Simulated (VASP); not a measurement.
# Se (P3_121) in VASP: dielectric tensor with PBE

Aim: the dielectric tensor of Se with PBE.

Everything below comes from runs of VASP 6.6.1. Logs are shortened: lines on timing, memory, paths and dates and some standing lists are left out, and cuts for length are marked.

### 1 The cell of the first run

It takes space group P3_121 (No. 152, trigonal). The conventional cell has a = 4.293 Å, b = 4.293 Å, c = 5.041 Å, α = 90.00°, β = 90.00°, γ = 120.00°. Within 3.2 Å of Se (site symmetry 2) lie 2 Se at 2.39 Å.

### 2 Dielectric tensor, PBE

Contents of INCAR:

```
PREC = Accurate ; ENCUT = 520
EDIFF = 1E-8 ; ISMEAR = 0
SIGMA = 0.01 ; LREAL = F
LASPH = T ; NELM = 60
ALGO = Normal ; ISIF = 2
LWAVE = F ; LCHARG = F
GGA = PE ; LEPSILON = T
```

Contents of KPOINTS:

```
Automatic mesh
0
Gamma
  6 6 4
```

Contents of POSCAR:

```
Se
1.0
    4.2926441753      0.0000000000      0.0000000000
   -2.1463220877      3.7175389052      0.0000000000
    0.0000000000      0.0000000000      5.0408601212
Se
3
Direct
    0.2284678487      0.0000000000      0.3333333333
    0.0000000000      0.2284678487      0.6666666667
    0.7715321513      0.7715321513      0.0000000000
```

Potentials or basis: VASP PAW PBE potentials, release 64 (Se).

On the command line:

```sh
$ cat potpaw_PBE.64/Se/POTCAR > POTCAR
$ mpirun -np 1 vasp_std > vasp.out
```

OUTCAR:

```text
PREC = Accurate
   ENCUT = 520
   EDIFF = 1E-8
   ISMEAR = 0
   LREAL = F
   LASPH = T
   NELM = 60
   ISIF = 2
   GGA = PE
   LEPSILON = T

 ion  position               nearest neighbor table
   1  0.228  0.000  0.333-   3 2.39   2 2.39
   2  0.000  0.228  0.667-   3 2.39   1 2.39
   3  0.772  0.772  0.000-   1 2.39   2 2.39

  LATTYP: Found a hexagonal cell.
 ALAT       =     4.2926441753
 C/A-ratio  =     1.1743018791

  Lattice vectors:

 A1 = (   4.2926441753,   0.0000000000,   0.0000000000)
 A2 = (  -2.1463220877,   3.7175389052,   0.0000000000)
 A3 = (   0.0000000000,   0.0000000000,   5.0408601212)

Analysis of symmetry for initial positions (statically):
=====================================================================
 Subroutine PRICEL returns:
 Original cell was already a primitive cell.

 Routine SETGRP: Setting up the symmetry group for a
 hexagonal supercell.

 Subroutine GETGRP returns: Found  6 space group operations
 (whereof  2 operations were pure point group operations)
 out of a pool of 24 trial point group operations.

The static configuration has the point symmetry C_2 .
 The point group associated with its full space group is D_3 .

Analysis of symmetry for dynamics (positions and initial velocities):
=====================================================================
 Subroutine PRICEL returns:
 Original cell was already a primitive cell.

 Routine SETGRP: Setting up the symmetry group for a
 hexagonal supercell.

 Subroutine GETGRP returns: Found  6 space group operations
 (whereof  2 operations were pure point group operations)
 out of a pool of 24 trial point group operations.

The dynamic configuration has the point symmetry C_2 .
 The point group associated with its full space group is D_3 .

 Subroutine INISYM returns: Found  6 space group operations
 (whereof  2 operations are pure point group operations),
 and found     1 'primitive' translations

----------------------------------------------------------------------------------------

                                     Primitive cell

  volume of cell :      80.4424

  direct lattice vectors                    reciprocal lattice vectors
     4.292644175  0.000000000  0.000000000     0.232956648  0.134497584  0.000000000
    -2.146322088  3.717538905  0.000000000     0.000000000  0.268995167  0.000000000
     0.000000000  0.000000000  5.040860121     0.000000000  0.000000000  0.198378843

  length of vectors
     4.292644175  4.292644175  5.040860121     0.268995167  0.268995167  0.198378843

  position of ions in fractional coordinates (direct lattice)
     0.228467849  0.000000000  0.333333333
     0.000000000  0.228467849  0.666666667
     0.771532151  0.771532151  0.000000000

  ion indices of the primitive-cell ions
   primitive index   ion index
                 1           1
                 2           2
                 3           3

----------------------------------------------------------------------------------------

 KPOINTS: Automatic mesh

Automatic generation of k-mesh.
 Grid dimensions read from file:
 generate k-points for:    6    6    4

 Generating k-lattice:

  Cartesian coordinates                     Fractional coordinates (reciprocal lattice)
     0.038826108  0.022416264  0.000000000     0.166666667  0.000000000  0.000000000
     0.000000000  0.044832528  0.000000000     0.000000000  0.166666667  0.000000000
     0.000000000  0.000000000  0.049594711     0.000000000  0.000000000  0.250000000

  Length of vectors
     0.044832528  0.044832528  0.049594711

  Shift w.r.t. Gamma in fractional coordinates (k-lattice)
     0.000000000  0.000000000  0.000000000

[... 83 lines left out ...]
  volume of cell :       80.44
 maximum number of plane-waves:      2184
   NGX = 15   NGY = 15   NGZ = 19

--------------------------------------- Ionic step        1  -------------------------------------------

 number of electron      17.9999999 magnetization

 E-fermi :   2.8678     XC(G=0):  -8.9411

 val. band max:        2.7950530644   @ k =   0.5000   0.0000   0.5000
 cond. band min:       3.6269386269   @ k =   0.3333   0.3333   0.5000
 fundamental gap:      0.8318855625
 Fermi energy:         2.8677565274

 k-point     1 :       0.0000    0.0000    0.0000
  band No.  band energies     occupation
      1     -12.9965      2.00000
      2      -8.9524      2.00000
      3      -8.9524      2.00000
      4      -0.9222      2.00000
      5      -0.9222      2.00000
      6      -0.8589      2.00000
      7       0.8428      2.00000
      8       0.8428      2.00000
      9       2.4102      2.00000
     10       4.5739      0.00000
     11       4.5739      0.00000
     12       5.0031      0.00000
     13       9.0856      0.00000
[... 354 lines left out ...]
  band No.  band energies     occupation
      1     -11.3922      2.00000
      2     -11.3922      2.00000
      3      -7.9085      2.00000
      4      -2.9295      2.00000
      5      -2.1752      2.00000
      6      -2.1752      2.00000
      7       1.7188      2.00000
      8       2.6538      2.00000
      9       2.6538      2.00000
     10       3.6269      0.00000
     11       5.4627      0.00000
     12       5.4627      0.00000
     13       9.5735      0.00000

  FORCE on cell =-STRESS in cart. coord.  units (eV):
  Direction    XX          YY          ZZ          XY          YZ          ZX
  --------------------------------------------------------------------------------------
  -------------------------------------------------------------------------------------
  Total        1.0513479      1.0513479      1.4893109     -0.0000000     -0.0000000     -0.0000000
  in kB       20.9397743     20.9397743     29.6627147     -0.0000000     -0.0000000     -0.0000000
  external PRESSURE =      23.8474211 kB  Pullay stress =       0.0000000 kB

 VOLUME and BASIS-vectors are now :
 -----------------------------------------------------------------------------
  energy-cutoff  :      520.00
  volume of cell :       80.44
      direct lattice vectors                 reciprocal lattice vectors
     4.292644175  0.000000000  0.000000000     0.232956648  0.134497584  0.000000000
    -2.146322088  3.717538905  0.000000000     0.000000000  0.268995167  0.000000000
     0.000000000  0.000000000  5.040860121     0.000000000  0.000000000  0.198378843

 POSITION                                       TOTAL-FORCE (eV/Angst)
 -----------------------------------------------------------------------------------
      0.98073      0.00000      1.68029         0.331545     -0.000000      0.000000
     -0.49037      0.84934      3.36057        -0.165772      0.287126     -0.000000
      1.65596      2.86820      0.00000        -0.165772     -0.287126      0.000000
 -----------------------------------------------------------------------------------
    total drift:                                0.000000      0.000000     -0.000000

  FREE ENERGIE OF THE ION-ELECTRON SYSTEM (eV)
  ---------------------------------------------------
  free  energy   TOTEN  =       -10.4770555756 eV

  energy  without entropy=      -10.4770555756  energy(sigma->0) =      -10.47705558

 HEAD OF MICROSCOPIC STATIC DIELECTRIC TENSOR (INDEPENDENT PARTICLE, excluding Hartree and local field effects)
 ------------------------------------------------------
          13.085429    -0.000000     0.000000
          -0.000000    13.085429     0.000000
           0.000000     0.000000    17.617028
 ------------------------------------------------------

 Free energy of the ion-electron system (eV)
  ---------------------------------------------------
  ---------------------------------------------------
  free energy    TOTEN  =        -2.52655134 eV

  energy without entropy =       -2.52655134

------------------------ aborting loop because EDIFF is reached ----------------------------------------

--------------------------------------- Ionic step        2  -------------------------------------------

------------------------ aborting loop because EDIFF is reached ----------------------------------------

--------------------------------------- Ionic step        3  -------------------------------------------

 Free energy of the ion-electron system (eV)
  ---------------------------------------------------
  ---------------------------------------------------
  free energy    TOTEN  =        -3.70158559 eV

  energy without entropy =       -3.70158559

------------------------ aborting loop because EDIFF is reached ----------------------------------------

 PIEZOELECTRIC TENSOR FIELD DIRECTION 3  (e Angst)
 -----------------------------------------------------------------------------
     0.00267  0.00000 -0.00000           ( -0.00000  0.00000 -0.00000)
    -0.00000  0.00267  0.00000           (  0.00000 -0.00000  0.00000)
     0.00000  0.00000 -0.00134           ( -0.00000  0.00000 -0.00001)

 PIEZOELECTRIC TENSOR FIELD DIRECTION 3  (C/m^2)
 -----------------------------------------------------------------------------
     0.00053  0.00000 -0.00000
    -0.00000  0.00053  0.00000
     0.00000  0.00000 -0.00027

 MACROSCOPIC STATIC DIELECTRIC TENSOR (including local field effects in DFT)
 ------------------------------------------------------
          11.682883    -0.000000     0.000000
          -0.000000    11.682883     0.000000
          -0.000000     0.000000    16.549295
 ------------------------------------------------------

 PIEZOELECTRIC TENSOR (including local field effects)  for field in x, y, z        (e  Angst)
          XX          YY          ZZ          XY          YZ          ZX
  --------------------------------------------------------------------------------
  x    -1.90162     1.90162     0.00000    -0.00000     0.29140    -0.00000
  y    -0.00000    -0.00000     0.00000     1.90162    -0.00000    -0.29140
  z    -0.00000     0.00000     0.00000    -0.00000     0.00000    -0.00000

 PIEZOELECTRIC TENSOR (including local field effects)  for field in x, y, z        (C/m^2)
          XX          YY          ZZ          XY          YZ          ZX
  --------------------------------------------------------------------------------
  x    -0.37875     0.37875     0.00000    -0.00000     0.05804    -0.00000
  y    -0.00000    -0.00000     0.00000     0.37875    -0.00000    -0.05804
  z    -0.00000     0.00000     0.00000    -0.00000     0.00000    -0.00000

 BORN EFFECTIVE CHARGES (including local field effects) (in |e|, cummulative output)
 ---------------------------------------------------------------------------------
 ion    1
    1     0.97326     0.00000    -0.00000
    2     0.00000    -0.97326     0.44923
    3    -0.00000     0.92372     0.00000
 ion    2
    1    -0.48663    -0.84287    -0.38904
    2    -0.84287     0.48663    -0.22461
    3    -0.79996    -0.46186     0.00000
 ion    3
    1    -0.48663     0.84287     0.38904
    2     0.84287     0.48663    -0.22461
    3     0.79996    -0.46186     0.00000
```

It took 9.1 min on 1 thread of Intel Xeon 8259CL, shared host; peak memory 0.33 GiB.

What came out:

- Band gap on the k mesh: 0.83 eV (least direct gap 0.97 eV)
- Electronic dielectric tensor (diagonal): 11.68, 11.68, 16.55
- Born charges (mean of the diagonal): Se +0.00 e

Electronic dielectric tensor:
```
11.68  0.00  0.00
 0.00 11.68  0.00
 0.00  0.00 16.55
```

Born effective charge tensors (e):
atom 1, Se
```
 0.97  0.00  0.00
 0.00 -0.97  0.45
 0.00  0.92  0.00
```
atom 2, Se
```
-0.49 -0.84 -0.39
-0.84  0.49 -0.22
-0.80 -0.46  0.00
```
atom 3, Se
```
-0.49  0.84  0.39
 0.84  0.49 -0.22
 0.80 -0.46  0.00
```

A k mesh can miss the band edges. A hybrid or GW would open this gap; PBE tends to underestimate it.
